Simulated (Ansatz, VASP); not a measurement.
**Two plane-wave programs on TiAl2**

Contents of INCAR:

```
SYSTEM = TiAl2
PREC = Accurate ; ENCUT = 520
EDIFF = 1E-6 ; ISMEAR = 0
SIGMA = 0.15 ; LREAL = .False.
LASPH = .True. ; NELM = 100
ALGO = Fast ; ISIF = 2
LWAVE = .False. ; LCHARG = .False.
NBANDS = 27
```

KPOINTS

```
Automatic mesh
0
Gamma
  12 12 12
  0 0 0
```

The input POSCAR:

```
TiAl2
1.0
    1.9490514646     -6.0266765161      0.0000000000
    1.9490514646      6.0266765161      0.0000000000
    0.0000000000      0.0000000000      3.8616017952
Ti Al
2 4
Direct
    0.6560576955      0.3439423045      0.0000000000
    0.3439423045      0.6560576955      0.0000000000
    0.0000000000      0.0000000000      0.0000000000
    0.8269820961      0.1730179039      0.5000000000
    0.1730179039      0.8269820961      0.5000000000
    0.5000000000      0.5000000000      0.5000000000
```

Input for Ansatz:

```yaml
crystal:
  lattice:
    - [1.9490514646, -6.0266765161, 0.0]
    - [1.9490514646, 6.0266765161, 0.0]
    - [0.0, 0.0, 3.8616017952]
  atoms:
    - { symbol: Ti, position: [0.6560576955, 0.3439423045, 0.0] }
    - { symbol: Ti, position: [0.3439423045, 0.6560576955, 0.0] }
    - { symbol: Al, position: [0.0, 0.0, 0.0] }
    - { symbol: Al, position: [0.8269820961, 0.1730179039, 0.5] }
    - { symbol: Al, position: [0.1730179039, 0.8269820961, 0.5] }
    - { symbol: Al, position: [0.5, 0.5, 0.5] }
basis:
  ecutwfc: 520.0
kpoints:
  mp_grid: { grid: [12, 12, 12] }
hamiltonian:
  xc: lda
  pseudopotentials: { kind: paw, azcp: { folder: soft_1 } }
scf:
  occupations: { method: gaussian, width: 0.15 }
output:
  forces: true
  stress: true
  eigenvalues: true
  write_density: true
  write_potential: true
  elf: true
  volumetric_format: npy
```

Change from the starting cell: volume 15.120 Å^3 an atom, stretch along c over the lengths across it, relative to the relaxed cell 0.9736.

Alike in both runs: task single point; functional LDA; k mesh 12 × 12 × 12; occupations gaussian, width 0.15 eV; no spin polarisation.

|  | VASP | Ansatz |
| --- | --- | --- |
| version | VASP 6.6.1 | Ansatz 0.2.0 |
| potentials or method | VASP PAW LDA potentials, release 64 (Ti_sv, Al), cutoff 520 eV | scalar-relativistic, plane waves, PAW |
| valence electrons in the cell | 36 | 36 |

```tsv
	VASP	Ansatz	Ansatz less VASP
gap on the k mesh at the Fermi level (eV)	none	none	-
pressure (GPa)	0.2	0.0	-0.20
traceless stress, the component that is largest in VASP (GPa)	2.35	2.36	+0.008
rms of the force components (eV/Å)	0.022	0.023	+0.0013
```

Ansatz warns that its potentials were made for another functional, while VASP's fit it. LDA's correlation is that of Perdew and Zunger in VASP and of Perdew and Wang (1992) in Ansatz. Atom by atom the forces differ by 0.002 eV/Å (rms over components). A gap of «none» marks a metal or a gap that the smearing closes.
